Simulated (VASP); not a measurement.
# SrO (Fm-3m) in VASP: notebook

The runs below take SrO through single point, relaxation of cell and atoms, with r2SCAN, PBE, PBEsol.

All numbers are computed with VASP 6.6.1; they aren't measurements. Logs are shortened: lines on timing, memory, paths and dates and some standing lists are left out, and cuts for length are marked.

## 1. The cell of the first run

Symmetry: Fm-3m, No. 225, cubic system. Conventional cell: a = 5.160 Å, b = 5.160 Å, c = 5.160 Å, α = 90.00°, β = 90.00°, γ = 90.00°. Within 3.4 Å of Sr (site symmetry m-3m) lie 6 O at 2.58 Å. Within 3.4 Å of O (site symmetry m-3m) lie 6 Sr at 2.58 Å.

## 2. Single point, r2SCAN

POSCAR reads:

```
SrO
1.0
    0.0000000000      2.5798927426      2.5798927426
    2.5798927426      0.0000000000      2.5798927426
    2.5798927426      2.5798927426      0.0000000000
Sr O
1 1
Direct
    0.5000000000      0.5000000000      0.5000000000
    0.0000000000      0.0000000000      0.0000000000
```

INCAR.step1 reads:

```
SYSTEM = SrO
ALGO     = Normal         ! electronic algorithm
EDIFF    = 1E-4           ! SCF threshold, eV
ENCUT    = 520            ! plane-wave cutoff, eV
GGA      = PE             ! functional
ISMEAR   = -1             ! smearing method
LASPH    = .True.         ! aspherical terms in the spheres
LCHARG   = .False.        ! write CHGCAR
LREAL    = .False.        ! projectors in reciprocal space
LWAVE    = .True.         ! write WAVECAR
NBANDS   = 15             ! bands
NELM     = 60             ! most SCF steps
PREC     = Accurate       ! precision mode
SIGMA    = 0.02           ! smearing width, eV
```

INCAR.step2 reads:

```
SYSTEM = SrO
ALGO     = Normal         ! electronic algorithm
EDIFF    = 1E-6           ! SCF threshold, eV
ENCUT    = 520            ! plane-wave cutoff, eV
ISIF     = 2              ! what is computed and relaxed
ISMEAR   = -1             ! smearing method
ISTART   = 1            
LASPH    = .True.         ! aspherical terms in the spheres
LCHARG   = .False.        ! write CHGCAR
LMIXTAU  = .True.       
LREAL    = .False.        ! projectors in reciprocal space
LWAVE    = .False.        ! write WAVECAR
METAGGA  = R2SCAN         ! meta-GGA
NBANDS   = 15             ! bands
NELM     = 60             ! most SCF steps
PREC     = Accurate       ! precision mode
SIGMA    = 0.02           ! smearing width, eV
```

KPOINTS reads:

```
k-points
0
Gamma
  8 8 8
  0 0 0
```

Potentials or basis: VASP PAW PBE potentials, release 64 (Sr_sv, O).

Command:

```console
$ cat potpaw_PBE.64/Sr_sv/POTCAR potpaw_PBE.64/O/POTCAR > POTCAR
$ cp INCAR.step1 INCAR
$ mpirun -np 1 vasp_std > vasp.out
$ cp INCAR.step2 INCAR
$ mpirun -np 1 vasp_std > vasp.out
```

OUTCAR:

```text
SYSTEM = SrO
   EDIFF = 1E-6
   ENCUT = 520
   ISIF = 2
   ISMEAR = -1
   ISTART = 1
   LASPH = .True.
   LREAL = .False.
   METAGGA = R2SCAN
   NELM = 60
   PREC = Accurate

 ion  position               nearest neighbor table
   1  0.500  0.500  0.500-   2 2.58   2 2.58   2 2.58   2 2.58   2 2.58   2 2.58
   2  0.000  0.000  0.000-   1 2.58   1 2.58   1 2.58   1 2.58   1 2.58   1 2.58

  LATTYP: Found a face centered cubic cell.
 ALAT       =     5.1597854852

  Lattice vectors:

 A1 = (   0.0000000000,   2.5798927426,   2.5798927426)
 A2 = (   2.5798927426,   0.0000000000,   2.5798927426)
 A3 = (   2.5798927426,   2.5798927426,   0.0000000000)

Analysis of symmetry for initial positions (statically):
=====================================================================
 Subroutine PRICEL returns:
 Original cell was already a primitive cell.

 Routine SETGRP: Setting up the symmetry group for a
 face centered cubic supercell.

 Subroutine GETGRP returns: Found 48 space group operations
 (whereof 48 operations were pure point group operations)
 out of a pool of 48 trial point group operations.

The static configuration has the point symmetry O_h .

Analysis of symmetry for dynamics (positions and initial velocities):
=====================================================================
 Subroutine PRICEL returns:
 Original cell was already a primitive cell.

 Routine SETGRP: Setting up the symmetry group for a
 face centered cubic supercell.

 Subroutine GETGRP returns: Found 48 space group operations
 (whereof 48 operations were pure point group operations)
 out of a pool of 48 trial point group operations.

The dynamic configuration has the point symmetry O_h .

 Subroutine INISYM returns: Found 48 space group operations
 (whereof 48 operations are pure point group operations),
 and found     1 'primitive' translations

----------------------------------------------------------------------------------------

                                     Primitive cell

  volume of cell :      34.3427

  direct lattice vectors                    reciprocal lattice vectors
     0.000000000  2.579892743  2.579892743    -0.193806507  0.193806507  0.193806507
     2.579892743  0.000000000  2.579892743     0.193806507 -0.193806507  0.193806507
     2.579892743  2.579892743  0.000000000     0.193806507  0.193806507 -0.193806507

  length of vectors
     3.648519306  3.648519306  3.648519306     0.335682716  0.335682716  0.335682716

  position of ions in fractional coordinates (direct lattice)
     0.500000000  0.500000000  0.500000000
     0.000000000  0.000000000  0.000000000

  ion indices of the primitive-cell ions
   primitive index   ion index
                 1           1
                 2           2

----------------------------------------------------------------------------------------

 KPOINTS: k-points

Automatic generation of k-mesh.
 Grid dimensions read from file:
 generate k-points for:    8    8    8

 Generating k-lattice:

  Cartesian coordinates                     Fractional coordinates (reciprocal lattice)
    -0.024225813  0.024225813  0.024225813     0.125000000  0.000000000  0.000000000
     0.024225813 -0.024225813  0.024225813     0.000000000  0.125000000  0.000000000
     0.024225813  0.024225813 -0.024225813     0.000000000  0.000000000  0.125000000

  Length of vectors
     0.041960340  0.041960340  0.041960340

  Shift w.r.t. Gamma in fractional coordinates (k-lattice)
     0.000000000  0.000000000  0.000000000

 Subroutine IBZKPT returns following result:
 ===========================================

 Found     29 irreducible k-points:

 Following reciprocal coordinates:
            Coordinates               Weight
  0.000000  0.000000  0.000000      1.000000
  0.125000  0.000000  0.000000      8.000000
  0.250000  0.000000  0.000000      8.000000
  0.375000  0.000000  0.000000      8.000000
  0.500000  0.000000  0.000000      4.000000
  0.125000  0.125000  0.000000      6.000000
[... 16 lines left out ...]
  0.500000  0.250000  0.125000     48.000000
 -0.375000  0.250000  0.125000     24.000000
 [... further k-points ...]
   k-points           NKPTS =     29   k-points in BZ     NKDIM =     29   number of bands    NBANDS=     15
   number of dos      NEDOS =    301   number of ions     NIONS =      2
   total plane-waves  NPLWV =  21952
   dimension x,y,z NGX =    28 NGY =   28 NGZ =   28
   dimension x,y,z NGXF=    56 NGYF=   56 NGZF=   56
   ions per type =               1   1
   NGX,Y,Z   is equivalent  to a cutoff of  12.76, 12.76, 12.76 a.u.
   NGXF,Y,Z  is equivalent  to a cutoff of  25.52, 25.52, 25.52 a.u.
 SYSTEM =  SrO
   PREC   = accura    normal or accurate (medium, high low for compatibility)
   ISTART =      1    job   : 0-new  1-cont  2-samecut
   ICHARG =      0    charge: 1-file 2-atom 10-const
   ISPIN  =      1    spin polarized calculation?
   LNONCOLLINEAR =      F non collinear calculations
   LSORBIT =      F    spin-orbit coupling
   LASPH  =      T    aspherical Exc in radial PAW
   ENCUT  =  520.0 eV  38.22 Ry    6.18 a.u.   6.78  6.78  6.78*2*pi/ulx,y,z
   NELM   =     60;   NELMIN=  2; NELMDL=  0     # of ELM steps
   EDIFF  = 0.1E-05   stopping-criterion for ELM
   LREAL  =      F    real-space projection
   EDIFFG = 0.1E-04   stopping-criterion for IOM
   NSW    =      0    number of steps for IOM
   IBRION =     -1    ionic relax: 0-MD 1-quasi-New 2-CG
   NFREE  =      0    steps in history (QN), initial steepest desc. (CG)
   ISIF   =      2    stress and relaxation
   ISYM   =      2    0-nonsym 1-usesym 2-fastsym
   POTIM  = 0.5000    time-step for ionic-motion
   TEBEG  =    0.0;   TEEND  =   0.0 temperature during run
   PSTRESS=    0.0 pullay stress
   NELECT =      16.0000    total number of electrons
   NUPDOWN=      -1.0000    fix difference up-down
   EMIN   =  10.00;   EMAX   =-10.00  energy-range for DOS
   EFERMI =   0.00;   METHOD = LEGACY
   ISMEAR =    -1;   SIGMA  =   0.02  broadening in eV -4-tet -1-fermi 0-gaus
   EFERMI_NEDOS =   21; number of points for ismear=-14 and -15
   IALGO  =     38    algorithm
   IMIX   =      4    mixing-type and parameters
     AMIX     =   0.40;   BMIX     =  1.00
     AMIX_MAG =   1.60;   BMIX_MAG =  1.00
  volume/ion in A,a.u.               =      17.17       115.88
  Fermi-wavevector in a.u.,A,eV,Ry     =   1.269121  2.398292 21.914485  1.610669
  Thomas-Fermi vector in A             =   2.402180
   LORBIT       =      0    0 simple, 1 ext, 2 COOP (PROOUT), +10 PAW based schemes
   METAGGA = R2SCAN    functional components
   LHFCALC =     F    Hartree Fock is set to
   AEXX    =    0.0000 exact exchange contribution
   IVDW    =     0    specifies the selected vdW correction
   LEPSILON=     F    determine dielectric tensor
   LRPA    =     F    only Hartree local field effects (RPA)
 non-spin polarized calculation
  energy-cutoff  :      520.00
  volume of cell :       34.34
 maximum number of plane-waves:       941
   NGX = 13   NGY = 13   NGZ = 13

 number of electron      15.9999998 magnetization

 Free energy of the ion-electron system (eV)
  ---------------------------------------------------
  ext. energy  EPLUGINS =         0.00000000
  ---------------------------------------------------
  free energy    TOTEN  =       -27.05567469 eV

  energy without entropy =      -27.05567469  energy(sigma->0) =      -27.05567469

 E-fermi :   1.6989     XC(G=0): -10.5327

 val. band max:        1.2939261947   @ k =   0.0000   0.0000   0.0000
 cond. band min:       5.0416203387   @ k =   0.5000   0.5000   0.0000
 fundamental gap:      3.7476941441
 Fermi energy:         1.6989285061

 k-point     1 :       0.0000    0.0000    0.0000
  band No.  band energies     occupation
      1     -32.2154      2.00000
      2     -14.7214      2.00000
      3     -13.2491      2.00000
      4     -13.2491      2.00000
      5     -13.2491      2.00000
      6       1.2939      2.00000
      7       1.2939      2.00000
      8       1.2939      2.00000
      9       5.8761      0.00000
     10       8.0478      0.00000
     11       8.0478      0.00000
     12       8.0478      0.00000
     13      10.3455      0.00000
     14      10.3455      0.00000
     15      14.5390      0.00000

 k-point     2 :       0.1250    0.0000    0.0000
  band No.  band energies     occupation
      1     -32.1961      2.00000
      2     -15.0092      2.00000
      3     -13.2603      2.00000
      4     -13.2603      2.00000
      5     -13.0084      2.00000
      6       0.8713      2.00000
      7       1.1041      2.00000
      8       1.1041      2.00000
      9       6.5559      0.00000
     10       7.8870      0.00000
     11       8.3563      0.00000
     12       8.3563      0.00000
     13      10.7518      0.00000
     14      10.7518      0.00000
     15      15.5492      0.00000

 k-point     3 :       0.2500    0.0000    0.0000
  band No.  band energies     occupation
      1     -32.1493      2.00000
      2     -15.5173      2.00000
      3     -13.2870      2.00000
      4     -13.2870      2.00000
      5     -12.6154      2.00000
      6       0.0744      2.00000
      7       0.6905      2.00000
      8       0.6905      2.00000
      9       7.7986      0.00000
     10       8.0978      0.00000
     11       9.1938      0.00000
     12       9.1938      0.00000
     13      11.7732      0.00000
     14      11.7732      0.00000
     15      17.5594      0.00000
[... 343 lines left out ...]
 k-point    23 :       0.5000    0.2500    0.1250
  band No.  band energies     occupation
      1     -32.0778      2.00000
      2     -15.6907      2.00000
      3     -13.5943      2.00000
      4     -13.4150      2.00000
      5     -12.5980      2.00000
      6      -0.1990      2.00000
      7       0.3804      2.00000
      8       0.7849      2.00000
      9       7.3561      0.00000
     10       9.0347      0.00000
     11      10.8205      0.00000
     12      10.9340      0.00000
     13      13.0389      0.00000
     14      13.9794      0.00000
     15      16.4717      0.00000

 k-point    24 :      -0.3750    0.2500    0.1250
  band No.  band energies     occupation
      1     -32.0621      2.00000
      2     -15.7525      2.00000
      3     -13.6146      2.00000
      4     -13.4694      2.00000
      5     -12.5714      2.00000
      6      -0.2322      2.00000
      7       0.4468      2.00000
      8       0.5216      2.00000
      9       8.1703      0.00000
     10       8.5433      0.00000
     11      11.2232      0.00000
     12      11.3609      0.00000
     13      13.5539      0.00000
     14      14.8655      0.00000
     15      15.5575      0.00000

 [... further k-points ...]
[... 5 lines left out ...]
  --------------------------------------------------------------------------------------
  -------------------------------------------------------------------------------------
  Total        0.1129693      0.1129693      0.1129693      0.0000000      0.0000000      0.0000000
  in kB        5.2703095      5.2703095      5.2703095      0.0000000      0.0000000      0.0000000
  external PRESSURE =       5.2703095 kB  Pullay stress =       0.0000000 kB

 VOLUME and BASIS-vectors are now :
 -----------------------------------------------------------------------------
  energy-cutoff  :      520.00
  volume of cell :       34.34
      direct lattice vectors                 reciprocal lattice vectors
     0.000000000  2.579892743  2.579892743    -0.193806507  0.193806507  0.193806507
     2.579892743  0.000000000  2.579892743     0.193806507 -0.193806507  0.193806507
     2.579892743  2.579892743  0.000000000     0.193806507  0.193806507 -0.193806507

 POSITION                                       TOTAL-FORCE (eV/Angst)
 -----------------------------------------------------------------------------------
      2.57989      2.57989      2.57989         0.000000      0.000000     -0.000000
      0.00000      0.00000      0.00000         0.000000      0.000000      0.000000
 -----------------------------------------------------------------------------------
    total drift:                                0.000000      0.000000      0.000000

  FREE ENERGIE OF THE ION-ELECTRON SYSTEM (eV)
  ---------------------------------------------------
  free  energy   TOTEN  =       -27.0556746862 eV

  energy  without entropy=      -27.0556746862  energy(sigma->0) =      -27.05567469
```

It took 1.7 min on 1 thread of AMD EPYC 7R43 (Zen 3), shared host; peak memory 0.14 GiB.

What came out:

```yaml
Free_energy: -27.0557 eV
Pressure: 0.5 GPa
Band_gap_on_the_k_mesh: 3.75 eV, indirect (least direct gap 3.84 eV)
```

Levels at points of the mesh, in eV from the valence-band top:
```
           k point  band 5  band 6  band 7  band 8  band 9  band 10  band 11  band 12
(0.00, 0.00, 0.00)  -14.54    0.00    0.00    0.00    4.58     6.75     6.75     6.75
(0.50, 0.00, 0.00)  -13.53   -2.10   -1.11   -1.11    7.07     8.99     9.42     9.42
(0.50, 0.50, 0.00)  -14.89   -0.45   -0.09   -0.09    3.75     8.44    10.85    11.02
```

Caveat: the PAW data sets were made with another functional, which shifts forces and pressure a little. A k mesh can miss the band edges.

## 3. Single point, r2SCAN

POSCAR is that of step 2.

INCAR.step1 reads:

```
ALGO = Normal ; EDIFF = 1E-4
ENCUT = 520 ; GGA = PE
ISMEAR = 0 ; LASPH = True
LCHARG = False ; LREAL = False
LWAVE = True ; NBANDS = 15
NELM = 100 ; PREC = Accurate
SIGMA = 0.01
```

INCAR.step2 reads:

```
ALGO = Normal ; EDIFF = 1E-7
ENCUT = 520 ; ISIF = 2
ISMEAR = 0 ; ISTART = 1
LASPH = True ; LCHARG = True
LELF = True ; LMIXTAU = True
LREAL = False ; LVHAR = True
LWAVE = False ; METAGGA = R2SCAN
NBANDS = 15 ; NELM = 100
PREC = Accurate ; SIGMA = 0.01
```

KPOINTS reads:

```
k-points
0
Gamma
  8 8 8
```

Potentials or basis: VASP PAW PBE potentials, release 64 (Sr_sv, O).

Command:

```console
$ cat potpaw_PBE.64/Sr_sv/POTCAR potpaw_PBE.64/O/POTCAR > POTCAR
$ cp INCAR.step1 INCAR
$ mpirun -np 1 vasp_std > vasp.out
$ cp INCAR.step2 INCAR
$ mpirun -np 1 vasp_std > vasp.out
```

Wall time 1.8 min (1 thread of AMD EPYC 7R43 (Zen 3), shared host); peak memory 0.13 GiB.

The run converged. Its results:

| Property | Result |
| --- | --- |
| Free energy | -27.0557 eV |
| Pressure | 0.5 GPa |
| Band gap on the k mesh | 3.75 eV, indirect (least direct gap 3.84 eV) |

Levels at points of the mesh, in eV from the valence-band top:
```tsv
k point	band 4	band 5	band 6	band 7	band 8	band 9	band 10	band 11	band 12	band 13
(0.00, 0.00, 0.00)	-14.54	-14.54	0.00	0.00	0.00	4.58	6.75	6.75	6.75	9.05
(0.50, 0.00, 0.00)	-14.62	-13.53	-2.10	-1.11	-1.11	7.07	8.99	9.42	9.42	12.58
(0.50, 0.50, 0.00)	-14.89	-14.89	-0.45	-0.09	-0.09	3.75	8.44	10.85	11.02	11.63
```

Caveat: the PAW data sets were made with another functional, which shifts forces and pressure a little. A k mesh can miss the band edges.

(Part 1 of 2 ends here.)
